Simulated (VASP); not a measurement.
Set up this calculation in VASP 6.6.1, as the native input.

```
Task                   : relaxation of cell and atoms
Functional             : PBE
Potentials or basis    : VASP PAW PBE potentials, release 64 (Ni)
Cutoff                 : 600 eV
k mesh                 : 21 × 21 × 21
Occupations            : fermi-dirac, width 0.05 eV
Spin                   : collinear spin, ferromagnetic start
Starting moments       : [1.0] μB
Dipole correction      : no
Further INCAR settings : ALGO = Normal; EDIFF = 1e-06; IBRION = 2; EDIFFG = -0.005; NSW = 60; ISIF = 3
```

The structure of Ni lies in POSCAR:

```
Ni
1.0
    0.0000000000      1.7597012234      1.7597012234
    1.7597012234      0.0000000000      1.7597012234
    1.7597012234      1.7597012234      0.0000000000
Ni
1
Direct
    0.0000000000      0.0000000000      0.0000000000
```

The input as run:

INCAR

```
ALGO     = Normal         # electronic algorithm
EDIFF    = 1E-6           # SCF threshold, eV
EDIFFG   = -0.005         # ionic threshold
ENCUT    = 600            # plane-wave cutoff, eV
GGA      = PE             # functional
IBRION   = 2              # ionic algorithm
ISIF     = 3              # what is computed and relaxed
ISMEAR   = -1             # smearing method
ISPIN    = 2              # spin polarisation
LASPH    = T              # aspherical terms in the spheres
LCHARG   = F              # write CHGCAR
LMAXMIX  = 4              # l up to which the mixer works
LORBIT   = 11             # projections on sites
LREAL    = F              # projectors in reciprocal space
LWAVE    = F              # write WAVECAR
MAGMOM   = 1              # initial moments
NELM     = 150            # most SCF steps
NSW      = 60             # ionic steps
PREC     = Accurate       # precision mode
SIGMA    = 0.05           # smearing width, eV
```

KPOINTS

```
k-points
0
Gamma
  21 21 21
```

Potentials or basis: VASP PAW PBE potentials, release 64 (Ni).

Command:

```console
$ cat potpaw_PBE.64/Ni/POTCAR > POTCAR
$ mpirun -np 1 vasp_std > vasp.out
```

It gave:

The relaxed volume is 10.88 Å³/atom. The relaxed cell is a = 2.487 Å, b = 2.487 Å, c = 2.487 Å, α = 60.00°, β = 60.00°, γ = 60.00°. The space group after relaxing (to 0.1 Å) is Fm-3m (No. 225) and the energy gained by relaxing is 0.0 meV/atom. The ionic steps are 3 and the pressure after relaxing is 0.0 GPa. The net moment is 0.61 μB per cell, the site moments are Ni +0.62 μB and the valence electrons inside the program's atomic spheres are Ni 9.31.

Run time: 76 s on 1 thread of Intel(R) Xeon(R) Platinum 8488C (Sapphire Rapids) (shared host), peak memory 0.19 GiB.
